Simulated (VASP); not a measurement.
# TiB2 (P6/mmm) in VASP: a series of runs

The runs below take TiB2 through electric field gradients, with PBE.

All numbers are computed with VASP 6.6.1; they aren't measurements. Logs are shortened: lines on timing, memory, paths and dates and some standing lists are left out, and cuts for length are marked.

## 1. The cell of the first run

The structure is hexagonal, space group P6/mmm (No. 191). Conventional cell: a = 3.009 Å, b = 3.009 Å, c = 3.207 Å, α = 90.00°, β = 90.00°, γ = 120.00°. Within 3.3 Å of Ti (site symmetry 6/mmm) lie 12 B at 2.36 Å and 8 Ti at 3.01 to 3.21 Å. Within 2.4 Å of B (site symmetry -6m2) lie 3 B at 1.74 Å and 6 Ti at 2.36 Å.

## 2. Electric field gradients, PBE (8.38 Å³/atom)

Input file INCAR:

```
PREC     = Accurate       # precision mode
ENCUT    = 520            # plane-wave cutoff, eV
EDIFF    = 1E-8           # SCF threshold, eV
ISMEAR   = -1             # smearing method
SIGMA    = 0.08           # smearing width, eV
LREAL    = False          # projectors in reciprocal space
LASPH    = True           # aspherical terms in the spheres
NELM     = 100            # most SCF steps
ALGO     = Normal         # electronic algorithm
ISIF     = 2              # what is computed and relaxed
LWAVE    = False          # write WAVECAR
LCHARG   = False          # write CHGCAR
GGA      = PE             # functional
LEFG     = True         
NBANDS   = 16             # bands
```

Input file KPOINTS:

```
regular mesh
0
Gamma
  15 15 13
```

Input file POSCAR:

```
TiB2
1.0
    3.0088673998      0.0000000000      0.0000000000
   -1.5044336999      2.6057556048      0.0000000000
    0.0000000000      0.0000000000      3.2067322330
Ti B
1 2
Direct
    0.0000000000      0.0000000000      0.0000000000
    0.3333333333      0.6666666667      0.5000000000
    0.6666666667      0.3333333333      0.5000000000
```

Potentials or basis: VASP PAW PBE potentials, release 64 (Ti_sv, B).

Started as:

```console
$ cat potpaw_PBE.64/Ti_sv/POTCAR potpaw_PBE.64/B/POTCAR > POTCAR
$ mpirun -np 1 vasp_std > vasp.out
```

OUTCAR:

```text
PREC = Accurate
   ENCUT = 520
   EDIFF = 1E-8
   ISMEAR = -1
   LREAL = False
   LASPH = True
   NELM = 100
   ISIF = 2
   GGA = PE

 ion  position               nearest neighbor table
   1  0.000  0.000  0.000-   2 2.36   3 2.36   2 2.36   3 2.36   2 2.36   2 2.36   3 2.36   3 2.36
                             3 2.36   3 2.36   2 2.36   2 2.36
   2  0.333  0.667  0.500-   3 1.74   3 1.74   3 1.74   1 2.36   1 2.36   1 2.36   1 2.36   1 2.36
                             1 2.36
   3  0.667  0.333  0.500-   2 1.74   2 1.74   2 1.74   1 2.36   1 2.36   1 2.36   1 2.36   1 2.36
                             1 2.36

  LATTYP: Found a hexagonal cell.
 ALAT       =     3.0088673998
 C/A-ratio  =     1.0657605693

  Lattice vectors:

 A1 = (   3.0088673998,   0.0000000000,   0.0000000000)
 A2 = (  -1.5044336999,   2.6057556048,   0.0000000000)
 A3 = (   0.0000000000,   0.0000000000,   3.2067322330)

Analysis of symmetry for initial positions (statically):
=====================================================================
 Subroutine PRICEL returns:
 Original cell was already a primitive cell.

 Routine SETGRP: Setting up the symmetry group for a
 hexagonal supercell.

 Subroutine GETGRP returns: Found 24 space group operations
 (whereof 24 operations were pure point group operations)
 out of a pool of 24 trial point group operations.

The static configuration has the point symmetry D_6h.

Analysis of symmetry for dynamics (positions and initial velocities):
=====================================================================
 Subroutine PRICEL returns:
 Original cell was already a primitive cell.

 Routine SETGRP: Setting up the symmetry group for a
 hexagonal supercell.

 Subroutine GETGRP returns: Found 24 space group operations
 (whereof 24 operations were pure point group operations)
 out of a pool of 24 trial point group operations.

The dynamic configuration has the point symmetry D_6h.

 Subroutine INISYM returns: Found 24 space group operations
 (whereof 24 operations are pure point group operations),
 and found     1 'primitive' translations

----------------------------------------------------------------------------------------

                                     Primitive cell

  volume of cell :      25.1420

  direct lattice vectors                    reciprocal lattice vectors
     3.008867400  0.000000000  0.000000000     0.332350970  0.191882922  0.000000000
    -1.504433700  2.605755605  0.000000000     0.000000000  0.383765844  0.000000000
     0.000000000  0.000000000  3.206732233     0.000000000  0.000000000  0.311843936

  length of vectors
     3.008867400  3.008867400  3.206732233     0.383765844  0.383765844  0.311843936

  position of ions in fractional coordinates (direct lattice)
     0.000000000  0.000000000  0.000000000
     0.333333333  0.666666667  0.500000000
     0.666666667  0.333333333  0.500000000

  ion indices of the primitive-cell ions
   primitive index   ion index
                 1           1
                 2           2
                 3           3

----------------------------------------------------------------------------------------

 KPOINTS: regular mesh

Automatic generation of k-mesh.
 Grid dimensions read from file:
 generate k-points for:   15   15   13

 Generating k-lattice:

  Cartesian coordinates                     Fractional coordinates (reciprocal lattice)
     0.022156731  0.012792195  0.000000000     0.066666667  0.000000000  0.000000000
     0.000000000  0.025584390  0.000000000     0.000000000  0.066666667  0.000000000
     0.000000000  0.000000000  0.023987995     0.000000000  0.000000000  0.076923077

  Length of vectors
     0.025584390  0.025584390  0.023987995

  Shift w.r.t. Gamma in fractional coordinates (k-lattice)
     0.000000000  0.000000000  0.000000000

 Subroutine IBZKPT returns following result:
 ===========================================

 Found    189 irreducible k-points:

 Following reciprocal coordinates:
            Coordinates               Weight
  0.000000  0.000000  0.000000      1.000000
  0.066667 -0.000000  0.000000      6.000000
  0.133333 -0.000000  0.000000      6.000000
  0.200000  0.000000  0.000000      6.000000
  0.266667 -0.000000  0.000000      6.000000
  0.333333  0.000000  0.000000      6.000000
[... 16 lines left out ...]
  0.333333  0.200000  0.000000     12.000000
  0.400000  0.200000  0.000000      6.000000
 [... further k-points ...]
   k-points           NKPTS =    189   k-points in BZ     NKDIM =    189   number of bands    NBANDS=     16
   number of dos      NEDOS =    301   number of ions     NIONS =      3
   total plane-waves  NPLWV =  13824
   dimension x,y,z NGX =    24 NGY =   24 NGZ =   24
   dimension x,y,z NGXF=    48 NGYF=   48 NGZF=   48
   ions per type =               1   2
   NGX,Y,Z   is equivalent  to a cutoff of  13.26, 13.26, 12.44 a.u.
   NGXF,Y,Z  is equivalent  to a cutoff of  26.52, 26.52, 24.88 a.u.
 SYSTEM =  unknown system
   PREC   = accura    normal or accurate (medium, high low for compatibility)
   ISTART =      0    job   : 0-new  1-cont  2-samecut
   ICHARG =      2    charge: 1-file 2-atom 10-const
   ISPIN  =      1    spin polarized calculation?
   LNONCOLLINEAR =      F non collinear calculations
   LSORBIT =      F    spin-orbit coupling
   LASPH  =      T    aspherical Exc in radial PAW
   ENCUT  =  520.0 eV  38.22 Ry    6.18 a.u.   5.59  5.59  5.96*2*pi/ulx,y,z
   NELM   =    100;   NELMIN=  2; NELMDL= -5     # of ELM steps
   EDIFF  = 0.1E-07   stopping-criterion for ELM
   LREAL  =      F    real-space projection
   EDIFFG = 0.1E-06   stopping-criterion for IOM
   NSW    =      0    number of steps for IOM
   IBRION =     -1    ionic relax: 0-MD 1-quasi-New 2-CG
   NFREE  =      0    steps in history (QN), initial steepest desc. (CG)
   ISIF   =      2    stress and relaxation
   ISYM   =      2    0-nonsym 1-usesym 2-fastsym
   POTIM  = 0.5000    time-step for ionic-motion
   TEBEG  =    0.0;   TEEND  =   0.0 temperature during run
   PSTRESS=    0.0 pullay stress
   NELECT =      18.0000    total number of electrons
   NUPDOWN=      -1.0000    fix difference up-down
   EMIN   =  10.00;   EMAX   =-10.00  energy-range for DOS
   EFERMI =   0.00;   METHOD = LEGACY
   ISMEAR =    -1;   SIGMA  =   0.08  broadening in eV -4-tet -1-fermi 0-gaus
   EFERMI_NEDOS =   21; number of points for ismear=-14 and -15
   IALGO  =     38    algorithm
   IMIX   =      4    mixing-type and parameters
     AMIX     =   0.40;   BMIX     =  1.00
     AMIX_MAG =   1.60;   BMIX_MAG =  1.00
  volume/ion in A,a.u.               =       8.38        56.56
  Fermi-wavevector in a.u.,A,eV,Ry     =   1.464533  2.767566 29.182554  2.144857
  Thomas-Fermi vector in A             =   2.580498
   LORBIT       =      0    0 simple, 1 ext, 2 COOP (PROOUT), +10 PAW based schemes
   GGA     = PE    functional components
   LHFCALC =     F    Hartree Fock is set to
   AEXX    =    0.0000 exact exchange contribution
   IVDW    =     0    specifies the selected vdW correction
   LEPSILON=     F    determine dielectric tensor
   LRPA    =     F    only Hartree local field effects (RPA)
 non-spin polarized calculation
  energy-cutoff  :      520.00
  volume of cell :       25.14
 maximum number of plane-waves:       696
 NGX is ok and might be reduce to    24
   NGX = 11   NGY = 11   NGZ = 11

 number of electron      18.0000000 magnetization

 Free energy of the ion-electron system (eV)
  ---------------------------------------------------
  ext. energy  EPLUGINS =         0.00000000
  ---------------------------------------------------
  free energy    TOTEN  =       -24.42280874 eV

  energy without entropy =      -24.41490116  energy(sigma->0) =      -24.41885495

 E-fermi :  10.2421     XC(G=0): -12.8662

 val. band max:       10.2382372837   @ k =   0.2000   0.2000   0.0769
 cond. band min:      10.2883939401   @ k =   0.0667  -0.0000   0.3846
 fundamental gap:      0.0501566564
 Fermi energy:        10.2421388705

 k-point     1 :       0.0000    0.0000    0.0000
  band No.  band energies     occupation
      1     -46.6850      2.00000
      2     -23.0429      2.00000
      3     -22.7119      2.00000
      4     -22.7119      2.00000
      5      -3.3986      2.00000
      6       7.5774      2.00000
[... 8 lines left out ...]
     15      16.0783      0.00000
     16      17.3196      0.00000

 k-point     2 :       0.0667   -0.0000    0.0000
  band No.  band energies     occupation
      1     -46.6825      2.00000
      2     -23.0397      2.00000
      3     -22.7313      2.00000
      4     -22.7163      2.00000
      5      -3.3115      2.00000
      6       7.3268      2.00000
[... 8 lines left out ...]
     15      16.6343      0.00000
     16      17.5907      0.00000

 k-point     3 :       0.1333   -0.0000    0.0000
  band No.  band energies     occupation
      1     -46.6752      2.00000
      2     -23.0306      2.00000
      3     -22.7858      2.00000
      4     -22.7287      2.00000
      5      -3.0537      2.00000
      6       6.6488      2.00000
[... 8 lines left out ...]
     15      17.8353      0.00000
     16      18.4085      0.00000
[... 362 lines left out ...]
 k-point    23 :       0.3333    0.2000    0.0000
  band No.  band energies     occupation
      1     -46.6230      2.00000
      2     -23.0857      2.00000
      3     -22.9649      2.00000
      4     -22.8977      2.00000
      5       0.3769      2.00000
      6       2.2736      2.00000
[... 8 lines left out ...]
     15      19.0906      0.00000
     16      20.3643      0.00000

 k-point    24 :       0.4000    0.2000    0.0000
  band No.  band energies     occupation
      1     -46.6209      2.00000
      2     -23.0940      2.00000
      3     -22.9623      2.00000
      4     -22.9078      2.00000
      5       1.2705      2.00000
      6       1.3390      2.00000
[... 8 lines left out ...]
     15      19.1563      0.00000
     16      20.3827      0.00000

 [... further k-points ...]

------------------------ aborting loop because EDIFF is reached ----------------------------------------

  FORCE on cell =-STRESS in cart. coord.  units (eV):
  Direction    XX          YY          ZZ          XY          YZ          ZX
  --------------------------------------------------------------------------------------
  -------------------------------------------------------------------------------------
  Total        1.0251161      1.0251161      0.6824307      0.0000000      0.0000000      0.0000000
  in kB       65.3257189     65.3257189     43.4880308      0.0000000      0.0000000      0.0000000
  external PRESSURE =      58.0464895 kB  Pullay stress =       0.0000000 kB

 VOLUME and BASIS-vectors are now :
 -----------------------------------------------------------------------------
  energy-cutoff  :      520.00
  volume of cell :       25.14
      direct lattice vectors                 reciprocal lattice vectors
     3.008867400  0.000000000  0.000000000     0.332350970  0.191882922  0.000000000
    -1.504433700  2.605755605  0.000000000     0.000000000  0.383765844  0.000000000
     0.000000000  0.000000000  3.206732233     0.000000000  0.000000000  0.311843936

 POSITION                                       TOTAL-FORCE (eV/Angst)
 -----------------------------------------------------------------------------------
      0.00000      0.00000      0.00000        -0.000000      0.000000      0.000000
     -0.00000      1.73717      1.60337         0.000000      0.000000      0.000000
      1.50443      0.86859      1.60337        -0.000000      0.000000      0.000000
 -----------------------------------------------------------------------------------
    total drift:                               -0.000000      0.000000      0.000000

  FREE ENERGIE OF THE ION-ELECTRON SYSTEM (eV)
  ---------------------------------------------------
  free  energy   TOTEN  =       -24.4228087380 eV

  energy  without entropy=      -24.4149011639  energy(sigma->0) =      -24.41885495

 Electric field gradients (V/A^2)
---------------------------------------------------------------------
 ion       V_xx      V_yy      V_zz      V_xy      V_xz      V_yz
---------------------------------------------------------------------
   1      -9.095    -9.096    18.191    -0.001     0.000    -0.000
   2      -2.324    -2.324     4.647     0.000     0.000    -0.000
   3      -2.324    -2.324     4.647     0.000     0.000    -0.000
---------------------------------------------------------------------

 Electric field gradients after diagonalization (V/A^2)
 (convention: |V_zz| > |V_xx| > |V_yy|)
----------------------------------------------------------------------
 ion       V_xx      V_yy      V_zz     asymmetry (V_yy - V_xx)/ V_zz
----------------------------------------------------------------------
   1      -9.097    -9.094    18.191       0.000
   2      -2.324    -2.324     4.647       0.000
   3      -2.324    -2.324     4.647       0.000
----------------------------------------------------------------------

           NMR quadrupolar parameters

 Cq : quadrupolar parameter    Cq=e*Q*V_zz/h
 eta: asymmetry parameters     (V_yy - V_xx)/ V_zz
 Q  : nuclear electric quadrupole moment in mb (millibarn)
----------------------------------------------------------------------
 ion       Cq(MHz)       eta       Q (mb)
----------------------------------------------------------------------
   1       0.044       0.000       1.000
   2       0.011       0.000       1.000
   3       0.011       0.000       1.000
----------------------------------------------------------------------
```

Run time: 1.8 min. Hardware: 1 thread of Intel Xeon 8259CL, shared host; peak memory 0.2 GiB.

Results:

```yaml
Free_energy: -24.4228 eV
Pressure: 5.8 GPa
Band_gap_on_the_k_mesh: zero (bands 9 and 10 overlap by 0.47 eV)
Largest_electric_field_gradient_by_atom: Ti +18.2; B +4.6 V/Å²
```

Levels at points of the mesh, in eV from the Fermi level:
```
           k point  band 7  band 8  band 9  band 10  band 11  band 12
(0.00, 0.00, 0.00)   -2.66   -2.36   -2.18     1.93     1.93     3.73
```

Electric field gradients, principal values (V/Å²):
```tsv
atom	least	middle	greatest (by size)
1 Ti	-9.094	-9.097	18.191
2 B	-2.324	-2.324	4.647
3 B	-2.324	-2.324	4.647
```

Caveat: the cell stands under pressure; without QUAD_EFG the Cq values of the log hold for a quadrupole moment of 1 mb, not for the nuclei.

## 3. Electric field gradients, PBE (8.64 Å³/atom)

This run uses another cell than the first one, of 8.64 Å³/atom.

Input file INCAR:

```
  PREC = Accurate
  ENCUT = 520
  EDIFF = 1E-8
  ISMEAR = -1
  SIGMA = 0.08
  LREAL = False
  LASPH = True
  NELM = 80
  ALGO = Normal
  ISIF = 2
  LWAVE = False
  LCHARG = False
  GGA = PE
  LEFG = True
  NBANDS = 16
```

Input file KPOINTS:

```
Automatic mesh
0
Gamma
  15 15 13
```

Input file POSCAR:

```
TiB2
1.0
    3.0392620569      0.0000000000      0.0000000000
   -1.5196310285      2.6320781501      0.0000000000
    0.0000000000      0.0000000000      3.2391256602
Ti B
1 2
Direct
    0.0000000000      0.0000000000      0.0000000000
    0.3333333333      0.6666666667      0.5000000000
    0.6666666667      0.3333333333      0.5000000000
```

Potentials or basis: VASP PAW PBE potentials, release 64 (Ti_sv, B).

Started as:

```console
$ cat potpaw_PBE.64/Ti_sv/POTCAR potpaw_PBE.64/B/POTCAR > POTCAR
$ mpirun -np 1 vasp_std > vasp.out
```

OUTCAR:

```text
PREC = Accurate
   ENCUT = 520
   EDIFF = 1E-8
   ISMEAR = -1
   LREAL = False
   LASPH = True
   NELM = 80
   ISIF = 2
   GGA = PE

 ion  position               nearest neighbor table
   1  0.000  0.000  0.000-   2 2.39   3 2.39   2 2.39   3 2.39   3 2.39   3 2.39   2 2.39   2 2.39
                             3 2.39   3 2.39   2 2.39   2 2.39
   2  0.333  0.667  0.500-   3 1.75   3 1.75   3 1.75   1 2.39   1 2.39   1 2.39   1 2.39   1 2.39
                             1 2.39
   3  0.667  0.333  0.500-   2 1.75   2 1.75   2 1.75   1 2.39   1 2.39   1 2.39   1 2.39   1 2.39
                             1 2.39

  LATTYP: Found a hexagonal cell.
 ALAT       =     3.0392620569
 C/A-ratio  =     1.0657605694
[... 683 lines left out ...]
 ion       V_xx      V_yy      V_zz      V_xy      V_xz      V_yz
---------------------------------------------------------------------
   1      -8.928    -8.930    17.858    -0.001     0.000     0.000
   2      -2.318    -2.318     4.635     0.000     0.000    -0.000
   3      -2.318    -2.318     4.635     0.000     0.000    -0.000
---------------------------------------------------------------------

 Electric field gradients after diagonalization (V/A^2)
 (convention: |V_zz| > |V_xx| > |V_yy|)
----------------------------------------------------------------------
 ion       V_xx      V_yy      V_zz     asymmetry (V_yy - V_xx)/ V_zz
----------------------------------------------------------------------
   1      -8.931    -8.928    17.858       0.000
   2      -2.318    -2.318     4.635       0.000
   3      -2.318    -2.318     4.635       0.000
----------------------------------------------------------------------

           NMR quadrupolar parameters

 Cq : quadrupolar parameter    Cq=e*Q*V_zz/h
 eta: asymmetry parameters     (V_yy - V_xx)/ V_zz
 Q  : nuclear electric quadrupole moment in mb (millibarn)
----------------------------------------------------------------------
 ion       Cq(MHz)       eta       Q (mb)
----------------------------------------------------------------------
   1       0.043       0.000       1.000
   2       0.011       0.000       1.000
   3       0.011       0.000       1.000
----------------------------------------------------------------------
```

OSZICAR:

```text
N       E                     dE             d eps       ncg     rms          rms(c)
DAV:   1     0.123316218858E+03    0.12332E+03   -0.90468E+03  6064   0.129E+03
DAV:   2    -0.223596016126E+02   -0.14568E+03   -0.14072E+03  6592   0.345E+02
DAV:   3    -0.294199445282E+02   -0.70603E+01   -0.70010E+01  8640   0.738E+01
DAV:   4    -0.295790959929E+02   -0.15915E+00   -0.15906E+00  7464   0.988E+00
DAV:   5    -0.295831545385E+02   -0.40585E-02   -0.40584E-02  8632   0.135E+00    0.164E+01
DAV:   6    -0.244512446432E+02    0.51319E+01   -0.20962E+01  8816   0.482E+01    0.377E+00
DAV:   7    -0.244322361505E+02    0.19008E-01   -0.10834E+00  6520   0.119E+01    0.328E+00
DAV:   8    -0.244342692179E+02   -0.20331E-02   -0.86192E-02 10096   0.248E+00    0.795E-01
DAV:   9    -0.244323949854E+02    0.18742E-02   -0.38473E-02  7632   0.247E+00    0.273E-01
DAV:  10    -0.244317790847E+02    0.61590E-03   -0.30602E-03  7856   0.662E-01    0.596E-02
DAV:  11    -0.244318140269E+02   -0.34942E-04   -0.48238E-04  8688   0.242E-01    0.549E-02
DAV:  12    -0.244317964401E+02    0.17587E-04   -0.97312E-05  6952   0.125E-01    0.105E-02
DAV:  13    -0.244317959176E+02    0.52251E-06   -0.43796E-06  7440   0.189E-02    0.332E-03
DAV:  14    -0.244317958990E+02    0.18572E-07   -0.45556E-07  7504   0.547E-03    0.698E-04
DAV:  15    -0.244317959248E+02   -0.25789E-07   -0.62345E-08  8472   0.156E-03    0.369E-04
DAV:  16    -0.244317959332E+02   -0.84490E-08   -0.40120E-09  3904   0.599E-04
   1 F= -.24431796E+02 E0= -.24427678E+02  d E =-.823494E-02
```

Run time: 99 s. Hardware: 1 thread of Intel Xeon 8259CL, shared host; peak memory 0.2 GiB.

Results:

| Item | Value |
| --- | --- |
| Free energy | -24.4318 eV |
| Pressure | -2.1 GPa |
| Band gap on the k mesh | zero (bands 9 and 10 overlap by 0.46 eV) |
| Largest electric field gradient by atom | Ti +17.9; B +4.6 V/Å² |

Stress tensor (GPa, compression positive):
```
-1.93  0.00  0.00
 0.00 -1.93  0.00
 0.00  0.00 -2.38
```

Electric field gradients, principal values (V/Å²):
```
atom   least  middle  greatest (by size)
1 Ti  -8.928  -8.931              17.858
 2 B  -2.318  -2.318               4.635
 3 B  -2.318  -2.318               4.635
```

Caveat: without QUAD_EFG the Cq values of the log hold for a quadrupole moment of 1 mb, not for the nuclei.

(Part 1 of 2 ends here.)

The gap in the log of VASP goes by the Fermi energy; the results here count the filled bands.